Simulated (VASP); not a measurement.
Write the native input for VASP 6.6.1 that does the following.

```
Task                   : relaxation of cell and atoms
Functional             : PBE
Potentials or basis    : VASP PAW PBE potentials, release 64 (Nd_3, Hf_pv), 4f in core
Cutoff                 : 500 eV
k mesh                 : 5 × 5 × 3
Occupations            : gaussian, width 0.2 eV
Spin                   : no spin polarisation
Dipole correction      : no
Further INCAR settings : ALGO = Normal; EDIFF = 1e-07; IBRION = 2; EDIFFG = -0.08; NSW = 36; ISIF = 3
```

The structure of NdHf lies in POSCAR:

```
NdHf
1.0
    4.1821904800      0.0000000000      0.0000000000
   -2.0910952400      3.6218832000      0.0000000000
    0.0000000000      0.0000000000      6.8276689700
Nd Hf
2 2
Direct
    0.3333333300      0.6666666700      0.0000000000
    0.6666666700      0.3333333300      0.5000000000
    0.3333333300      0.6666666700      0.3849999900
    0.6666666700      0.3333333300      0.8849999900
```

The cell was generated, and may not be a known phase.

The input as run:

INCAR

```
ALGO     = Normal         # electronic algorithm
EDIFF    = 1E-7           # SCF threshold, eV
EDIFFG   = -0.08          # ionic threshold
ENCUT    = 500            # plane-wave cutoff, eV
GGA      = PE             # functional
GGA_COMPAT= False        
IBRION   = 2              # ionic algorithm
ISIF     = 3              # what is computed and relaxed
ISMEAR   = 0              # smearing method
LASPH    = True           # aspherical terms in the spheres
LCHARG   = False          # write CHGCAR
LMAXMIX  = 6              # l up to which the mixer works
LREAL    = False          # projectors in reciprocal space
LWAVE    = False          # write WAVECAR
NELM     = 200            # most SCF steps
NELMIN   = 4            
NSW      = 36             # ionic steps
PREC     = Accurate       # precision mode
SIGMA    = 0.2            # smearing width, eV
```

KPOINTS

```
k-points
0
Gamma
  5 5 3
```

Potentials or basis: VASP PAW PBE potentials, release 64 (Nd_3, Hf_pv), 4f in core.

Run with:

```sh
$ cat potpaw_PBE.64/Nd_3/POTCAR potpaw_PBE.64/Hf_pv/POTCAR > POTCAR
$ mpirun -np 1 vasp_std > vasp.out
```

It gave:

* Relaxed volume: 38.75 Å³/atom
* Relaxed cell: a = 5.443 Å, b = 5.443 Å, c = 6.041 Å, α = 90.00°, β = 90.00°, γ = 120.00°
* Space group after relaxing (to 0.1 Å): P6_3/mmc (No. 194)
* Energy gained by relaxing: 1080.8 meV/atom
* Ionic steps: 16
* Pressure after relaxing: 0.0 GPa
* Largest force after relaxing: 0.009 eV/Å
* Band gap on the k mesh: zero (bands 21 and 22 overlap by 0.60 eV)

Caveat: the volume moved by over 15 % at a fixed basis, so the end points are rough; spin-orbit coupling is left out, which moves the levels of the heavy elements; the 4f electrons are frozen in the core, so they carry no moment and show no levels.

It took 6.8 min on 1 thread of AMD EPYC 7R13 Processor (Zen 3), with other jobs on the host, peak memory 0.21 GiB.
